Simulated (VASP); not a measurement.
# Hf2TiTe5 (P3m1) in VASP: notebook, part 2 of 2

VASP 6.6.1. Earlier steps stand in the parts before.

### 3 Relaxation of cell and atoms, PBE

This run uses another cell than the first one, of 27.02 Å³/atom, 0.906 times its volume.

INCAR reads:

```
PREC     = Accurate       # precision mode
ENCUT    = 600            # plane-wave cutoff, eV
EDIFF    = 1E-7           # SCF threshold, eV
ISMEAR   = 0              # smearing method
SIGMA    = 0.2            # smearing width, eV
LREAL    = False          # projectors in reciprocal space
LASPH    = True           # aspherical terms in the spheres
NELM     = 80             # most SCF steps
ALGO     = Normal         # electronic algorithm
ISIF     = 3              # what is computed and relaxed
LWAVE    = False          # write WAVECAR
LCHARG   = False          # write CHGCAR
GGA      = PE             # functional
IBRION   = 2              # ionic algorithm
NSW      = 36             # ionic steps
EDIFFG   = -0.08          # ionic threshold
```

KPOINTS reads:

```
regular mesh
0
Gamma
  5 5 1
```

POSCAR reads:

```
Hf2TiTe5
1.0
    3.9500000000      0.0000000000      0.0000000000
   -1.9750000000      3.4208003400      0.0000000000
    0.0000000000      0.0000000000     16.0000000000
Hf Ti Te
2 1 5
Direct
    0.6666666700      0.3333333300      0.3950000000
    0.3333333300      0.6666666700      0.0000000000
    0.0000000000      0.0000000000      0.6050000000
    0.3333333300      0.6666666700      0.5000000000
    0.6666666700      0.3333333300      0.7100000000
    0.0000000000      0.0000000000      0.2900000000
    0.6666666700      0.3333333300      0.1080000000
    0.0000000000      0.0000000000      0.8920000000
```

Potentials or basis: VASP PAW PBE potentials, release 64 (Hf_pv, Ti_sv, Te).

Started as:

```console
> cat potpaw_PBE.64/Hf_pv/POTCAR potpaw_PBE.64/Ti_sv/POTCAR potpaw_PBE.64/Te/POTCAR > POTCAR
> mpirun -np 1 vasp_std > vasp.out
```

OUTCAR:

```text
PREC = Accurate
   ENCUT = 600
   EDIFF = 1E-7
   ISMEAR = 0
   LREAL = False
   LASPH = True
   NELM = 80
   ISIF = 3
   GGA = PE
   IBRION = 2
   NSW = 36
   EDIFFG = -0.08

 ion  position               nearest neighbor table
   1  0.667  0.333  0.395-   4 2.83   4 2.83   6 2.83   6 2.83   6 2.83   4 2.83
   2  0.333  0.667  0.000-   7 2.86   8 2.86   7 2.86   8 2.86   8 2.86   7 2.86
   3  0.000  0.000  0.605-   4 2.83   5 2.83   4 2.83   5 2.83   4 2.83   5 2.83
   4  0.333  0.667  0.500-   1 2.83   3 2.83   1 2.83   3 2.83   3 2.83   1 2.83
   5  0.667  0.333  0.710-   3 2.83   3 2.83   3 2.83
   6  0.000  0.000  0.290-   1 2.83   1 2.83   1 2.83
   7  0.667  0.333  0.108-   2 2.86   2 2.86   2 2.86
   8  0.000  0.000  0.892-   2 2.86   2 2.86   2 2.86

  LATTYP: Found a hexagonal cell.
 ALAT       =     3.9500000000
 C/A-ratio  =     4.0506329114

  Lattice vectors:

 A1 = (   3.9500000000,   0.0000000000,   0.0000000000)
 A2 = (  -1.9750000000,   3.4208003400,   0.0000000000)
 A3 = (   0.0000000000,   0.0000000000,  16.0000000000)

Analysis of symmetry for initial positions (statically):
=====================================================================
 Subroutine PRICEL returns:
 Original cell was already a primitive cell.
[... 167 lines left out ...]

  FORCE on cell =-STRESS in cart. coord.  units (eV):
  Direction    XX          YY          ZZ          XY          YZ          ZX
  --------------------------------------------------------------------------------------
  -------------------------------------------------------------------------------------
  Total        3.2049501      3.2049501      5.9768428     -0.0000000      0.0000000     -0.0000000
  in kB       23.7512813     23.7512813     44.2932566     -0.0000000      0.0000000     -0.0000000
  external PRESSURE =      30.5986064 kB  Pullay stress =       0.0000000 kB
[... 107 lines left out ...]
  FREE ENERGIE OF THE ION-ELECTRON SYSTEM (eV)
  ---------------------------------------------------
  free  energy   TOTEN  =       -48.6599623888 eV

  energy  without entropy=      -48.5375568404  energy(sigma->0) =      -48.59875961

[... ionic steps 4 to 18 ...]

--------------------------------------- Ionic step       19  -------------------------------------------

 number of electron      62.0000003 magnetization

------------------------ aborting loop because EDIFF is reached ----------------------------------------
[... 79 lines left out ...]
--------------------------------------- Ionic step       21  -------------------------------------------

 number of electron      62.0000004 magnetization

 Free energy of the ion-electron system (eV)
  ---------------------------------------------------
  ext. energy  EPLUGINS =         0.00000000
  ---------------------------------------------------
  free energy    TOTEN  =       -48.85996870 eV

  energy without entropy =      -48.73992402  energy(sigma->0) =      -48.79994636

 E-fermi :   5.6233     XC(G=0):  -9.3620

 val. band max:        5.5877509010   @ k =   0.2000   0.2000   0.0000
 cond. band min:       5.6328914702   @ k =   0.0000   0.0000   0.0000
 fundamental gap:      0.0451405692
 Fermi energy:         5.6232830988

 k-point     1 :       0.0000    0.0000    0.0000
  band No.  band energies     occupation
      1     -52.1562      2.00000
      2     -28.4349      2.00000
      3     -28.4349      2.00000
      4     -28.4011      2.00000
      5     -26.3660      2.00000
      6     -26.3660      2.00000
[... 224 lines left out ...]
  FREE ENERGIE OF THE ION-ELECTRON SYSTEM (eV)
  ---------------------------------------------------
  free  energy   TOTEN  =       -48.8599686990 eV

  energy  without entropy=      -48.7399240232  energy(sigma->0) =      -48.79994636

 reached required accuracy - stopping structural energy minimisation
```

CONTCAR:

```text
Hf2TiTe5
   1.00000000000000
     3.9694239809047147   -0.0000000000000000   -0.0000000000000000
    -1.9847119904523574    3.4376220008483562    0.0000000000000000
     0.0000000000000000   -0.0000000000000003   17.7179965549405338
  Hf              Ti              Te
     2     1     5
Direct
     0.6666666699999979    0.3333333300000021    0.4034518273950852
     0.3333333300000021    0.6666666699999979    0.9981496535312794
     0.0000000000000000    0.0000000000000000    0.6003303887382151
     0.3333333300000021    0.6666666699999979    0.5059423649959388
     0.6666666699999979    0.3333333300000021    0.6901819051665973
     0.0000000000000000    0.0000000000000000    0.3055316731499070
     0.6666666699999979    0.3333333300000021    0.0985509247496634
     0.0000000000000000    0.0000000000000000    0.8978612622733142

  0.00000000E+00  0.00000000E+00  0.00000000E+00
  0.00000000E+00  0.00000000E+00  0.00000000E+00
  0.00000000E+00  0.00000000E+00  0.00000000E+00
  0.00000000E+00  0.00000000E+00  0.00000000E+00
  0.00000000E+00  0.00000000E+00  0.00000000E+00
  0.00000000E+00  0.00000000E+00  0.00000000E+00
  0.00000000E+00  0.00000000E+00  0.00000000E+00
  0.00000000E+00  0.00000000E+00  0.00000000E+00
```

Run time: 27 min. Hardware: 1 thread of Intel Xeon Platinum 8259CL at 2.50GHz (Skylake/Cascade Lake), shared host; peak memory 0.42 GiB.

What came out:

| Quantity | Value |
| --- | --- |
| Free energy | -48.8600 eV |
| Relaxed volume | 30.22 Å³/atom |
| Relaxed cell | a = 3.969 Å, b = 3.969 Å, c = 17.718 Å, α = 90.00°, β = 90.00°, γ = 120.00° |
| Space group after relaxing (to 0.05 Å) | P3m1 (No. 156) |
| Energy gained by relaxing | 41.3 meV/atom |
| Ionic steps | 21 |
| Pressure after relaxing | 0.0 GPa |
| Largest force after relaxing | 0.048 eV/Å |

Forces in eV/Å, atoms in the order of the input:
```
Hf   0.000  0.000  0.040
Hf   0.000  0.000 -0.018
Ti   0.000  0.000 -0.012
Te   0.000  0.000 -0.048
Te   0.000  0.000  0.015
Te   0.000  0.000  0.013
Te   0.000  0.000 -0.008
Te   0.000  0.000  0.017
```

Step by step:
```csv
step,energy change (eV),largest force (eV/Å),pressure (GPa),volume (Å³)
1,0.0000,0.9701,3.06,216.19
2,-0.0889,0.9530,-2.33,232.73
3,-0.1301,0.8514,-0.56,226.55
4,-0.1958,0.5319,-0.29,226.83
5,-0.2393,0.2604,0.20,227.20
6,-0.2399,0.3191,0.28,227.25
7,-0.2622,0.3222,-0.04,229.40
8,-0.2801,0.4739,-0.54,233.31
9,-0.2942,0.2859,0.05,232.64
10,-0.2969,0.1718,0.43,232.22
11,-0.3034,0.1136,0.27,233.70
12,-0.3079,0.2025,0.00,236.25
13,-0.3118,0.1771,-0.08,237.05
14,-0.3186,0.1288,-0.30,239.48
15,-0.3193,0.1642,-0.39,240.53
16,-0.3218,0.1458,-0.24,240.39
17,-0.3246,0.1495,0.08,240.09
18,-0.3248,0.1601,0.18,240.00
19,-0.3269,0.1281,0.15,240.38
20,-0.3296,0.0800,0.04,241.51
21,-0.3301,0.0483,-0.03,241.77
```

Final structure:
```yaml
crystal:
  lattice:
    - [3.96942, 0.00000, 0.00000]
    - [-1.98471, 3.43762, 0.00000]
    - [0.00000, 0.00000, 17.71800]
  atoms:
    - { symbol: Hf, position: [0.66667, 0.33333, 0.40345] }
    - { symbol: Hf, position: [0.33333, 0.66667, 0.99815] }
    - { symbol: Ti, position: [0.00000, 0.00000, 0.60033] }
    - { symbol: Te, position: [0.33333, 0.66667, 0.50594] }
    - { symbol: Te, position: [0.66667, 0.33333, 0.69018] }
    - { symbol: Te, position: [0.00000, 0.00000, 0.30553] }
    - { symbol: Te, position: [0.66667, 0.33333, 0.09855] }
    - { symbol: Te, position: [0.00000, 0.00000, 0.89786] }
```

Caveat: the k points lie up to 0.37 Å⁻¹ apart in the final cell; spin-orbit coupling is left out, which moves the levels of the heavy elements; this functional lacks dispersion, which binds the layers, so the pressure and a relaxed spacing across them are unreliable; the relaxation stopped at a loose force limit of 0.08 eV/Å, so its end isn't a converged minimum.
